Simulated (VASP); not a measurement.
# Te2Mo in VASP: settings compared

Te2Mo is run at these levels: LDA, PBEsol; tasks: single point.

All numbers are computed with VASP 6.6.1; they aren't measurements. Logs are shortened: lines on timing, memory, paths and dates and some standing lists are left out, and cuts for length are marked.

## Step 1: The cell of the first run

The cell holds a slab with vacuum, 6 atoms: a = 3.560 Å, b = 3.560 Å, c = 24.811 Å, α = 90.00°, β = 90.00°, γ = 120.00°.

## Step 2: Single point, LDA

Input file INCAR:

```
SYSTEM = Te2Mo
ALGO     = Normal         ! electronic algorithm
EDIFF    = 1E-6           ! SCF threshold, eV
ENCUT    = 520            ! plane-wave cutoff, eV
ISIF     = 2              ! what is computed and relaxed
ISMEAR   = 0              ! smearing method
LASPH    = .True.         ! aspherical terms in the spheres
LCHARG   = .True.         ! write CHGCAR
LELF     = .True.         ! ELF
LREAL    = .False.        ! projectors in reciprocal space
LVHAR    = .True.       
LWAVE    = .False.        ! write WAVECAR
NBANDS   = 35             ! bands
NELM     = 80             ! most SCF steps
PREC     = Accurate       ! precision mode
SIGMA    = 0.01           ! smearing width, eV
```

Input file KPOINTS:

```
k-points
0
Gamma
  12 12 2
  0 0 0
```

Input file POSCAR:

```
Te2Mo
1.0
    3.5603917377      0.0000000000      0.0000000000
   -1.7801958688      3.0833896922      0.0000000000
    0.0000000000      0.0000000000     24.8112624000
Te Mo
4 2
Direct
    0.3333333333      0.6666666667      0.2236394800
    0.6666666667      0.3333333333      0.9206288600
    0.6666666667      0.3333333333      0.7763605200
    0.3333333333      0.6666666667      0.0793711400
    0.6666666667      0.3333333333      0.1515414900
    0.3333333333      0.6666666667      0.8484585100
```

Potentials or basis: VASP PAW LDA potentials, release 64 (Te, Mo_sv).

On the command line:

```
$ cat potpaw_LDA.64/Te/POTCAR potpaw_LDA.64/Mo_sv/POTCAR > POTCAR
$ mpirun -np 1 vasp_std > vasp.out
```

OUTCAR:

```text
SYSTEM = Te2Mo
   EDIFF = 1E-6
   ENCUT = 520
   ISIF = 2
   ISMEAR = 0
   LASPH = .True.
   LREAL = .False.
   NELM = 80
   PREC = Accurate

 ion  position               nearest neighbor table
   1  0.333  0.667  0.224-   5 2.72   5 2.72   5 2.72   4 3.58
   2  0.667  0.333  0.921-   6 2.73   6 2.73   6 2.73   3 3.58
   3  0.667  0.333  0.776-   6 2.72   6 2.72   6 2.72   2 3.58
   4  0.333  0.667  0.079-   5 2.73   5 2.73   5 2.73   1 3.58
   5  0.667  0.333  0.152-   1 2.72   1 2.72   1 2.72   4 2.73   4 2.73   4 2.73
   6  0.333  0.667  0.848-   3 2.72   3 2.72   3 2.72   2 2.73   2 2.73   2 2.73

  LATTYP: Found a hexagonal cell.
 ALAT       =     3.5603917377
 C/A-ratio  =     6.9686889050

  Lattice vectors:

 A1 = (   3.5603917377,   0.0000000000,   0.0000000000)
 A2 = (  -1.7801958688,   3.0833896922,   0.0000000000)
 A3 = (   0.0000000000,   0.0000000000,  24.8112624000)

Analysis of symmetry for initial positions (statically):
=====================================================================
 Subroutine PRICEL returns:
 Original cell was already a primitive cell.

 Routine SETGRP: Setting up the symmetry group for a
 hexagonal supercell.

 Subroutine GETGRP returns: Found 12 space group operations
 (whereof 12 operations were pure point group operations)
 out of a pool of 24 trial point group operations.

The static configuration has the point symmetry D_3d.

Analysis of symmetry for dynamics (positions and initial velocities):
=====================================================================
 Subroutine PRICEL returns:
 Original cell was already a primitive cell.

 Routine SETGRP: Setting up the symmetry group for a
 hexagonal supercell.

 Subroutine GETGRP returns: Found 12 space group operations
 (whereof 12 operations were pure point group operations)
 out of a pool of 24 trial point group operations.

The dynamic configuration has the point symmetry D_3d.

 Subroutine INISYM returns: Found 12 space group operations
 (whereof 12 operations are pure point group operations),
 and found     1 'primitive' translations

----------------------------------------------------------------------------------------

                                     Primitive cell

  volume of cell :     272.3799

  direct lattice vectors                    reciprocal lattice vectors
     3.560391738  0.000000000  0.000000000     0.280867970  0.162159198  0.000000000
    -1.780195869  3.083389692  0.000000000     0.000000000  0.324318396  0.000000000
     0.000000000  0.000000000 24.811262400     0.000000000  0.000000000  0.040304277
[... 98 lines left out ...]
   ISIF   =      2    stress and relaxation
   ISYM   =      2    0-nonsym 1-usesym 2-fastsym
   POTIM  = 0.5000    time-step for ionic-motion
   TEBEG  =    0.0;   TEEND  =   0.0 temperature during run
   PSTRESS=    0.0 pullay stress
   NELECT =      52.0000    total number of electrons
   NUPDOWN=      -1.0000    fix difference up-down
   EMIN   =  10.00;   EMAX   =-10.00  energy-range for DOS
   EFERMI =   0.00;   METHOD = LEGACY
   ISMEAR =     0;   SIGMA  =   0.01  broadening in eV -4-tet -1-fermi 0-gaus
   EFERMI_NEDOS =   21; number of points for ismear=-14 and -15
   IALGO  =     38    algorithm
   IMIX   =      4    mixing-type and parameters
     AMIX     =   0.40;   BMIX     =  1.00
     AMIX_MAG =   1.60;   BMIX_MAG =  1.00
  volume/ion in A,a.u.               =      45.40       306.35
  Fermi-wavevector in a.u.,A,eV,Ry     =   0.942651  1.781352 12.090013  0.888591
  Thomas-Fermi vector in A             =   2.070281
   LORBIT       =      0    0 simple, 1 ext, 2 COOP (PROOUT), +10 PAW based schemes
   GGA     = CA    functional components
   LHFCALC =     F    Hartree Fock is set to
   AEXX    =    0.0000 exact exchange contribution
   IVDW    =     0    specifies the selected vdW correction
   LEPSILON=     F    determine dielectric tensor
   LRPA    =     F    only Hartree local field effects (RPA)
 non-spin polarized calculation
 Gauss-broadening in eV      SIGMA  =   0.01
  energy-cutoff  :      520.00
  volume of cell :      272.38
 maximum number of plane-waves:      7424
 NGX is ok and might be reduce to    28
   NGX = 13   NGY = 13   NGZ = 93

 number of electron      52.0000000 magnetization

 Free energy of the ion-electron system (eV)
  ---------------------------------------------------
  ext. energy  EPLUGINS =         0.00000000
  ---------------------------------------------------
  free energy    TOTEN  =       -40.93463206 eV

  energy without entropy =      -40.93463206  energy(sigma->0) =      -40.93463206

 E-fermi :   2.1612     XC(G=0):  -6.4648

 val. band max:        1.9723986637   @ k =   0.3333   0.3333   0.0000
 cond. band min:       2.9917820729   @ k =   0.3333   0.3333   0.0000
 fundamental gap:      1.0193834092
 Fermi energy:         2.1611705873

 k-point     1 :       0.0000    0.0000    0.0000
  band No.  band energies     occupation
      1     -58.3541      2.00000
      2     -58.3541      2.00000
      3     -32.6899      2.00000
      4     -32.6899      2.00000
      5     -32.5830      2.00000
      6     -32.5830      2.00000
[... 901 lines left out ...]
     34       5.6490      0.00000
     35       7.3127      0.00000

 [... further k-points ...]

------------------------ aborting loop because EDIFF is reached ----------------------------------------

  FORCE on cell =-STRESS in cart. coord.  units (eV):
  Direction    XX          YY          ZZ          XY          YZ          ZX
  --------------------------------------------------------------------------------------
  -------------------------------------------------------------------------------------
  Total       -4.7059401     -4.7059401     -3.0683716     -0.0000000      0.0000000     -0.0000000
  in kB      -27.6810088    -27.6810088    -18.0485982     -0.0000000      0.0000000     -0.0000000
  external PRESSURE =     -24.4702052 kB  Pullay stress =       0.0000000 kB

 VOLUME and BASIS-vectors are now :
 -----------------------------------------------------------------------------
  energy-cutoff  :      520.00
  volume of cell :      272.38
      direct lattice vectors                 reciprocal lattice vectors
     3.560391738  0.000000000  0.000000000     0.280867970  0.162159198  0.000000000
    -1.780195869  3.083389692  0.000000000     0.000000000  0.324318396  0.000000000
     0.000000000  0.000000000 24.811262400     0.000000000  0.000000000  0.040304277

 POSITION                                       TOTAL-FORCE (eV/Angst)
 -----------------------------------------------------------------------------------
     -0.00000      2.05559      5.54878         0.000000      0.000000     -0.360267
      1.78020      1.02780     22.84196        -0.000000      0.000000     -0.256233
      1.78020      1.02780     19.26248        -0.000000     -0.000000      0.360267
     -0.00000      2.05559      1.96930        -0.000000     -0.000000      0.256233
      1.78020      1.02780      3.75994        -0.000000      0.000000     -0.007081
     -0.00000      2.05559     21.05133         0.000000      0.000000      0.007081
 -----------------------------------------------------------------------------------
    total drift:                                0.000000      0.000000      0.000000

  FREE ENERGIE OF THE ION-ELECTRON SYSTEM (eV)
  ---------------------------------------------------
  free  energy   TOTEN  =       -40.9346320622 eV

  energy  without entropy=      -40.9346320622  energy(sigma->0) =      -40.93463206
```

stdout:

```text
POSCAR found type information on POSCAR TeMo
 POSCAR found :  2 types and       6 ions
 scaLAPACK will be used
 LDA part: xc-table for (Slater(with rela. corr.)+CA(PZ))
 , standard interpolation
 POSCAR, INCAR and KPOINTS ok, starting setup
 FFT: planning ... GRIDC
 FFT: planning ... GRID_SOFT
 FFT: planning ... GRID
 WAVECAR not read
 entering main loop
```

Wall time 7.3 min (1 thread of AMD EPYC 7R13 (Zen 3), shared host); peak memory 0.46 GiB.

Results:

```
Free energy            : -40.9346 eV
Largest force          : 0.360 eV/Å
Band gap on the k mesh : 1.02 eV
```

Forces on the atoms (eV/Å):
```
Te   0.000  0.000 -0.360
Te   0.000  0.000 -0.256
Te   0.000  0.000  0.360
Te   0.000  0.000  0.256
Mo   0.000  0.000 -0.007
Mo   0.000  0.000  0.007
```

Levels at points of the mesh, in eV from the valence-band top:
```
           k point  band 23  band 24  band 25  band 26  band 27  band 28  band 29  band 30
(0.00, 0.00, 0.00)    -0.92    -0.92    -0.51    -0.10     3.02     3.02     3.05     3.05
(0.50, 0.00, 0.00)    -0.71    -0.71    -0.38    -0.33     1.36     1.37     1.66     1.75
(0.00, 0.00, 0.50)    -0.92    -0.92    -0.51    -0.10     3.02     3.02     3.05     3.05
(0.50, 0.00, 0.50)    -0.71    -0.71    -0.38    -0.33     1.36     1.37     1.66     1.75
```

Caveat: spin-orbit coupling is left out, which moves the levels of the heavy elements.

## Step 3: Single point, LDA

Input file INCAR:

```
ALGO = Normal
EDIFF = 1E-7
ENCUT = 520
ISIF = 2
ISMEAR = -1
LASPH = T
LCHARG = F
LREAL = F
LWAVE = F
NBANDS = 35
NELM = 80
PREC = Accurate
SIGMA = 0.05
```

Input file KPOINTS:

```
k-points
0
Gamma
  9 9 2
```

POSCAR is that of step 2.

Potentials or basis: VASP PAW LDA potentials, release 64 (Te, Mo_sv).

On the command line:

```
$ cat potpaw_LDA.64/Te/POTCAR potpaw_LDA.64/Mo_sv/POTCAR > POTCAR
$ mpirun -np 1 vasp_std > vasp.out
```

Wall time 4.4 min (1 thread of Intel Xeon Platinum 8488C (Sapphire Rapids), shared host); peak memory 0.41 GiB.

It converged, with:

```
Free energy            : -40.9346 eV
Largest force          : 0.360 eV/Å
Band gap on the k mesh : 1.02 eV
```

Forces on the atoms (eV/Å):
```
Te   0.000  0.000 -0.360
Te   0.000  0.000 -0.256
Te   0.000  0.000  0.360
Te   0.000  0.000  0.256
Mo   0.000  0.000 -0.007
Mo   0.000  0.000  0.007
```

Levels at points of the mesh, in eV from the valence-band top:
```
           k point  band 24  band 25  band 26  band 27  band 28  band 29
(0.00, 0.00, 0.00)    -0.92    -0.51    -0.10     3.02     3.02     3.05
(0.00, 0.00, 0.50)    -0.92    -0.51    -0.10     3.02     3.02     3.05
```

Caveat: spin-orbit coupling is left out, which moves the levels of the heavy elements.

## Step 4: Single point, PBEsol

Input file INCAR:

```
PREC     = Accurate       # precision mode
ENCUT    = 520            # plane-wave cutoff, eV
EDIFF    = 1E-6           # SCF threshold, eV
ISMEAR   = -1             # smearing method
SIGMA    = 0.05           # smearing width, eV
LREAL    = False          # projectors in reciprocal space
LASPH    = True           # aspherical terms in the spheres
NELM     = 80             # most SCF steps
ALGO     = Normal         # electronic algorithm
ISIF     = 2              # what is computed and relaxed
LWAVE    = False          # write WAVECAR
LCHARG   = False          # write CHGCAR
GGA      = PS             # functional
NBANDS   = 35             # bands
```

Input file KPOINTS:

```
Automatic mesh
0
Gamma
  9 9 2
```

POSCAR is that of step 3.

Potentials or basis: VASP PAW PBE potentials, release 64 (Te, Mo_sv).

On the command line:

```
$ cat potpaw_PBE.64/Te/POTCAR potpaw_PBE.64/Mo_sv/POTCAR > POTCAR
$ mpirun -np 1 vasp_std > vasp.out
```

OUTCAR:

```text
PREC = Accurate
   ENCUT = 520
   EDIFF = 1E-6
   ISMEAR = -1
   LREAL = False
   LASPH = True
   NELM = 80
   ISIF = 2
   GGA = PS

 ion  position               nearest neighbor table
   1  0.333  0.667  0.224-   5 2.72   5 2.72   5 2.72   4 3.58
   2  0.667  0.333  0.921-   6 2.73   6 2.73   6 2.73   3 3.58
   3  0.667  0.333  0.776-   6 2.72   6 2.72   6 2.72   2 3.58
   4  0.333  0.667  0.079-   5 2.73   5 2.73   5 2.73   1 3.58
   5  0.667  0.333  0.152-   1 2.72   1 2.72   1 2.72   4 2.73   4 2.73   4 2.73
   6  0.333  0.667  0.848-   3 2.72   3 2.72   3 2.72   2 2.73   2 2.73   2 2.73

  LATTYP: Found a hexagonal cell.
 ALAT       =     3.5603917377
 C/A-ratio  =     6.9686889050

  Lattice vectors:

 A1 = (   3.5603917377,   0.0000000000,   0.0000000000)
 A2 = (  -1.7801958688,   3.0833896922,   0.0000000000)
 A3 = (   0.0000000000,   0.0000000000,  24.8112624000)

Analysis of symmetry for initial positions (statically):
=====================================================================
 Subroutine PRICEL returns:
 Original cell was already a primitive cell.

[... 179 lines left out ...]
 cond. band min:       3.0989332582   @ k =   0.3333   0.3333   0.0000
 fundamental gap:      1.0228005939
 Fermi energy:         2.5804948961

 k-point     1 :       0.0000    0.0000    0.0000
  band No.  band energies     occupation
      1     -58.5202      2.00000
      2     -58.5202      2.00000
      3     -32.6931      2.00000
      4     -32.6931      2.00000
      5     -32.5937      2.00000
      6     -32.5937      2.00000
[... 901 lines left out ...]
     34       6.0398      0.00000
     35       6.8314      0.00000

------------------------ aborting loop because EDIFF is reached ----------------------------------------

  FORCE on cell =-STRESS in cart. coord.  units (eV):
  Direction    XX          YY          ZZ          XY          YZ          ZX
  --------------------------------------------------------------------------------------
  -------------------------------------------------------------------------------------
  Total       -3.1355049     -3.1355049     -1.2860051     -0.0000000     -0.0000000     -0.0000000
  in kB      -18.4434859    -18.4434859     -7.5644649     -0.0000000     -0.0000000     -0.0000000
  external PRESSURE =     -14.8171456 kB  Pullay stress =       0.0000000 kB

 VOLUME and BASIS-vectors are now :
 -----------------------------------------------------------------------------
  energy-cutoff  :      520.00
  volume of cell :      272.38
      direct lattice vectors                 reciprocal lattice vectors
     3.560391738  0.000000000  0.000000000     0.280867970  0.162159198  0.000000000
    -1.780195869  3.083389692  0.000000000     0.000000000  0.324318396  0.000000000
     0.000000000  0.000000000 24.811262400     0.000000000  0.000000000  0.040304277

 POSITION                                       TOTAL-FORCE (eV/Angst)
 -----------------------------------------------------------------------------------
     -0.00000      2.05559      5.54878         0.000000     -0.000000     -0.135921
      1.78020      1.02780     22.84196         0.000000     -0.000000     -0.073195
      1.78020      1.02780     19.26248        -0.000000      0.000000      0.135921
     -0.00000      2.05559      1.96930        -0.000000      0.000000      0.073195
      1.78020      1.02780      3.75994        -0.000000     -0.000000     -0.005766
     -0.00000      2.05559     21.05133         0.000000      0.000000      0.005766
 -----------------------------------------------------------------------------------
    total drift:                                0.000000      0.000000      0.000000

  FREE ENERGIE OF THE ION-ELECTRON SYSTEM (eV)
  ---------------------------------------------------
  free  energy   TOTEN  =       -39.2283708074 eV

  energy  without entropy=      -39.2283666641  energy(sigma->0) =      -39.22836874
```

Wall time 4.3 min (1 thread of Intel Xeon Platinum 8488C (Sapphire Rapids), shared host); peak memory 0.49 GiB.

What came out:

```yaml
Free_energy: -39.2284 eV
Largest_force: 0.136 eV/Å
Band_gap_on_the_k_mesh: 1.02 eV
```

Forces on the atoms (eV/Å):
```
Te   0.000  0.000 -0.136
Te   0.000  0.000 -0.073
Te   0.000  0.000  0.136
Te   0.000  0.000  0.073
Mo   0.000  0.000 -0.006
Mo   0.000  0.000  0.006
```

Levels at points of the mesh, in eV from the valence-band top:
```
           k point  band 24  band 25  band 26  band 27  band 28  band 29
(0.00, 0.00, 0.00)    -0.92    -0.52    -0.11     3.04     3.04     3.06
(0.00, 0.00, 0.50)    -0.92    -0.52    -0.11     3.04     3.04     3.06
```

Caveat: the PAW data sets were made with another functional, which shifts forces and pressure a little; spin-orbit coupling is left out, which moves the levels of the heavy elements.

## Step 5: Summary

| level | potentials or basis | k mesh | smearing | gap on the mesh (eV) | largest force (eV/Å) |
| --- | --- | --- | --- | --- | --- |
| LDA | VASP PAW LDA potentials, release 64 (Te, Mo_sv) | 12 × 12 × 2 | gaussian 0.01 eV | 1.02 | 0.36 |
| LDA | VASP PAW LDA potentials, release 64 (Te, Mo_sv) | 9 × 9 × 2 | fermi-dirac 0.05 eV | 1.02 | 0.36 |
| PBEsol | VASP PAW PBE potentials, release 64 (Te, Mo_sv) | 9 × 9 × 2 | fermi-dirac 0.05 eV | 1.02 | 0.14 |

Alike in all rows: task single point; no spin polarisation; cell as given; cutoff (eV) 520.

Caveats: spin-orbit coupling is left out, which moves the levels of the heavy elements; the PAW data sets were made with another functional, which shifts forces and pressure a little (at least some runs).

Total energies depend on the potentials used, so only differences within one code and one set of settings carry meaning.
